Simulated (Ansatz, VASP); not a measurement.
Two plane-wave programs on ZrTiSe4

The input INCAR:

```
PREC = Accurate
ENCUT = 520
EDIFF = 1E-6
ISMEAR = 0
SIGMA = 0.15
LREAL = F
LASPH = T
NELM = 60
ALGO = Normal
ISIF = 2
LWAVE = F
LCHARG = F
GGA = PE
NBANDS = 33
```

Contents of KPOINTS:

```
Automatic mesh
0
Gamma
  4 4 3
```

Contents of POSCAR:

```
ZrTiSe4
1.0
    4.5909720000      0.2464000000     -1.0871250000
   -0.1669250000      4.9907540000     -0.5176570000
    0.2641890000     -0.3037800000      6.0555890000
Se Ti Zr
4 1 1
Direct
    0.1246500000      0.9484720000      0.6086030000
    0.6795780000      0.7197800000      0.3248300000
    0.0565570000      0.4599310000      0.6308910000
    0.9181340000      0.7872800000      0.9770060000
    0.6217690000      0.2589170000      0.8137730000
    0.2150540000      0.3073270000      0.1842370000
```

Input for Ansatz:

```yaml
crystal:
  lattice:
    - [4.590972, 0.2464, -1.087125]
    - [-0.166925, 4.990754, -0.517657]
    - [0.264189, -0.30378, 6.055589]
  atoms:
    - { symbol: Se, position: [0.12465, 0.948472, 0.608603] }
    - { symbol: Se, position: [0.679578, 0.71978, 0.32483] }
    - { symbol: Ti, position: [0.621769, 0.258917, 0.813773] }
    - { symbol: Se, position: [0.056557, 0.459931, 0.630891] }
    - { symbol: Se, position: [0.918134, 0.78728, 0.977006] }
    - { symbol: Zr, position: [0.215054, 0.307327, 0.184237] }
hamiltonian:
  xc: pbe
  pseudopotentials: { kind: paw }
basis:
  ecutwfc: 420
kpoints:
  mp_grid: { grid: [4, 4, 3] }
scf:
  occupations: { method: gaussian, width: 0.15 }
  lower_state_search: "off"
  max_iter: 50
output:
  forces: true
  stress: true
```

Alike in both runs: task single point; functional PBE; k mesh 4 × 4 × 3; occupations gaussian, width 0.15 eV; no spin polarisation.

|  | VASP | Ansatz |
| --- | --- | --- |
| version | VASP 6.6.1 | Ansatz 0.2.0 |
| potentials or method | VASP PAW PBE potentials, release 64 (Se, Ti_sv, Zr_sv), cutoff 520 eV | PAW, plane waves, scalar-relativistic |
| valence electrons in the cell | 48 | 88 |

Ansatz gave:

- rms of the force components (eV/Å): 1.384

**Question.** Which values does VASP return?

**Answer.** rms of the force components (eV/Å): 1.386.

VASP's potentials hold 48 valence electrons a cell and Ansatz's 88, so a difference there can come from the potentials and not from the codes.
